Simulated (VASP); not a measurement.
Input of a VASP 6.6.1 run:

Contents of INCAR:

```
ALGO     = Normal         # electronic algorithm
EDIFF    = 1E-8           # SCF threshold, eV
ENCUT    = 520            # plane-wave cutoff, eV
GGA      = PS             # functional
ISIF     = 2              # what is computed and relaxed
ISMEAR   = -1             # smearing method
LASPH    = T              # aspherical terms in the spheres
LCHARG   = F              # write CHGCAR
LEFG     = T            
LREAL    = F              # projectors in reciprocal space
LWAVE    = F              # write WAVECAR
NBANDS   = 16             # bands
NELM     = 60             # most SCF steps
PREC     = Accurate       # precision mode
SIGMA    = 0.08           # smearing width, eV
```

KPOINTS

```
k-points
0
Gamma
  15 15 8
```

POSCAR

```
SiC
1.0
    3.0759982064      0.0461399731      0.0461399731
   -1.4980407144      2.6408226022      0.0168884023
    0.0757200000      0.0757200000      5.0480000000
Si C
2 2
Direct
    0.3333333333      0.6666666667      0.0000000000
    0.6666666667      0.3333333333      0.5000000000
    0.3333333333      0.6666666667      0.3850000000
    0.6666666667      0.3333333333      0.8850000000
```

Potentials or basis: VASP PAW PBE potentials, release 64 (Si, C).

Command:

```console
$ cat potpaw_PBE.64/Si/POTCAR potpaw_PBE.64/C/POTCAR > POTCAR
$ mpirun -np 1 vasp_std > vasp.out
```

Predict the band gap on the k mesh.

2.12 eV (least direct gap 3.84 eV).

What does it give for the pressure?

0.9 GPa.

What does it give for the largest force?

0.930 eV/Å.

Stress tensor (GPa, compression positive):
```
 2.62 -7.33 -5.02
-7.33  2.68 -5.00
-5.02 -5.00 -2.49
```

Caveat: the cell differs from its parent crystal (equal xy, yz and zx shear strains of +3 %); the stress differs along the axes, from -2 to 3 GPa; without QUAD_EFG the Cq values of the log hold for a quadrupole moment of 1 mb, not for the nuclei; the PAW data sets were made with another functional, which shifts forces and pressure a little. A k mesh can miss the band edges.
